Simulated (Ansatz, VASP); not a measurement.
# AlAu in VASP and in Ansatz

```xyz
2
Lattice="2.7192 0.0000 0.0000 0.0000 2.7192 0.0000 0.0000 0.0000 2.7192" Properties=species:S:1:pos:R:3 pbc="T T T"
Al    0.0000    0.0000    0.0000
Au    1.3596    1.3596    1.3596
```

Change from the starting cell: volume scaled by 0.6, PAW files.

Alike in both runs: task electric field gradients; functional LDA; k mesh 11 × 11 × 11; occupations fermi-dirac, width 0.05 eV; no spin polarisation.

|  | VASP | Ansatz |
| --- | --- | --- |
| version | VASP 6.6.1 | Ansatz 0.2.0 |
| potentials or method | VASP PAW LDA potentials, release 64 (Al, Au) | PAW with Ansatz's default frozen-core files, scalar-relativistic |
| plane-wave cutoff (eV) | 520 | 420 |
| valence electrons in the cell | 14 | 22 |

Ansatz gave:

```
pressure (GPa) : 187.2
```

Question: What did VASP give for the same quantities?

Answer: Pressure (GPa): 189.9.

LDA's correlation is that of Perdew and Zunger in VASP and of Perdew and Wang (1992) in Ansatz. Both programs put the cell under a high pressure, so it lies far from rest at this level. VASP's potentials hold 14 valence electrons a cell and Ansatz's 22, so a difference there can come from the potentials and not from the codes.

Neither program's run includes spin-orbit coupling. Noted on VASP's run: the cell as given lies far from equilibrium.
